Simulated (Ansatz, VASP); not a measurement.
# One calculation of SnSe, two programs

File POSCAR:

```
SnSe
1.0
    0.0000000000      2.9532997189      2.9532997189
    2.9532997189      0.0000000000      2.9532997189
    2.9532997189      2.9532997189      0.0000000000
Sn Se
1 1
Direct
    0.0000000000      0.0000000000      0.0000000000
    0.5000000000      0.5000000000      0.5000000000
```

INCAR.step1

```
ALGO = Normal ; EDIFF = 1E-5
ENCUT = 550 ; GGA = PE
GGA_COMPAT = F ; ISMEAR = 0
LASPH = T ; LCHARG = F
LREAL = F ; LWAVE = T
NBANDS = 17 ; NELM = 120
PREC = Accurate ; SIGMA = 0.05
```

The input INCAR.step2:

```
ALGO = Normal ; EDIFF = 1E-6
ENCUT = 550 ; GGA_COMPAT = F
ISIF = 2 ; ISMEAR = 0
ISTART = 1 ; IVDW = 13
LASPH = T ; LCHARG = T
LELF = T ; LMIXTAU = T
LREAL = F ; LVHAR = T
LWAVE = F ; METAGGA = R2SCAN
NBANDS = 17 ; NELM = 120
PREC = Accurate ; SIGMA = 0.05
VDW_A1 = 0.51559235 ; VDW_A2 = 5.77342911
VDW_S6 = 1.0 ; VDW_S8 = 0.6018749
```

KPOINTS

```
k-points
0
Gamma
  8 8 8
```

Input for Ansatz:

```yaml
crystal:
  lattice:
    - [0.0, 2.9532997189, 2.9532997189]
    - [2.9532997189, 0.0, 2.9532997189]
    - [2.9532997189, 2.9532997189, 0.0]
  atoms:
    - { symbol: Sn, position: [0.0, 0.0, 0.0] }
    - { symbol: Se, position: [0.5, 0.5, 0.5] }
basis:
  ecutwfc: 500
  ecutrho_ratio: 4
kpoints:
  mp_grid: { grid: [8, 8, 8] }
hamiltonian:
  xc: r2scan
  dispersion: d4
scf:
  occupations: { method: gaussian, width: 0.05 }
output:
  forces: true
  stress: true
  eigenvalues: true
```

Alike in both runs: task single point; functional r2SCAN; dispersion D4; k mesh 8 × 8 × 8; occupations gaussian, width 0.05 eV; no spin polarisation.

```csv
,VASP,Ansatz
version,VASP 6.6.1,Ansatz 0.2.0
potentials or method,"VASP PAW PBE potentials, release 64 (Sn_d, Se), cutoff 550 eV","scalar-relativistic, plane waves, PAW"
valence electrons in the cell,20,30
```

|  | VASP | Ansatz | Ansatz less VASP |
| --- | --- | --- | --- |
| gap on the k mesh at the Fermi level (eV) | 0.72 | 0.72 | 0.000 |
| least direct gap on the mesh (eV) | 0.73 | 0.73 | 0.000 |
| pressure (GPa) | 2.5 | 2.5 | -0.02 |

VASP's potentials were made for PBE, not for r2SCAN. VASP's potentials hold 20 valence electrons a cell and Ansatz's 30, so a difference there can come from the potentials and not from the codes.
